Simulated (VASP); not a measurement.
Crystal: CdTe.

```
Cd Te
1.0
     0.00000    3.28211    3.28211
     3.28211    0.00000    3.28211
     3.28211    3.28211    0.00000
Cd Te
1 1
Direct
  0.00000 0.00000 0.00000
  0.75000 0.75000 0.75000
```

* Program: VASP 6.6.1
* Task: relaxation of cell and atoms
* Functional: PBE
* Potentials or basis: VASP PAW PBE potentials, release 64 (Cd, Te)
* Cutoff: 500 eV
* k mesh: 6 × 6 × 6
* Occupations: gaussian, width 0.02 eV
* Spin: no spin polarisation

At the start: pressure 1.0 GPa; volume 35.36 Å³/atom.

Task: Where does the relaxation end?

Result: Over 3 steps the energy falls by 3.1 meV/atom and the volume is 36.35 Å³/atom (+2.8 %); space group F-43m (No. 216, to 0.1 Å) before and after.

The path:
```
step  energy change (eV)  largest force (eV/Å)  pressure (GPa)  volume (Å³)
   1              0.0000                0.0000            1.04        70.71
   2             -0.0060                0.0000           -0.19        73.09
   3             -0.0063                0.0000            0.00        72.70
```

Final structure:
```yaml
crystal:
  lattice:
    - [0.00000, 3.31254, 3.31254]
    - [3.31254, 0.00000, 3.31254]
    - [3.31254, 3.31254, 0.00000]
  atoms:
    - { symbol: Cd, position: [0.00000, 0.00000, 0.00000] }
    - { symbol: Te, position: [0.75000, 0.75000, 0.75000] }
```
